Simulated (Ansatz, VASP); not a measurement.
**Be5H in VASP and in Ansatz**

```
Be H
1.0
    -1.89535    1.89535    4.07091
     1.89535   -1.89535    4.07091
     1.89535    1.89535   -4.07091
Be H
5 1
Cartesian
  0.0000 1.8953 0.0000
  1.8953 0.0000 0.0000
  0.0000 0.0000 4.0709
  0.0000 1.8953 2.0355
  1.8953 0.0000 2.0355
  0.0000 0.0000 0.0000
```

Alike in both runs: functional PBE; k mesh 6 × 6 × 6; occupations gaussian, width 0.1 eV; no spin polarisation.

Ansatz relaxed the structure, and its values are those at the end. VASP's run is a single point on that final structure, the one shown.

|  | VASP | Ansatz |
| --- | --- | --- |
| version | VASP 6.6.1 | Ansatz 0.2.0 |
| potentials or method | VASP PAW PBE potentials, release 64 (Be, H), cutoff 520 eV | scalar-relativistic, plane waves, PAW |
| valence electrons in the cell | 11 | 11 |

```csv
,VASP,Ansatz,Ansatz less VASP
gap on the k mesh at the Fermi level (eV),none,none,-
pressure (GPa),0.0,-0.1,-0.04
```

A gap of «none» marks a metal or a gap that the smearing closes. With one functional, cell and mesh, what is left measures potentials, basis and numerics.

The k mesh is coarse, so the values compare programs but aren't converged.
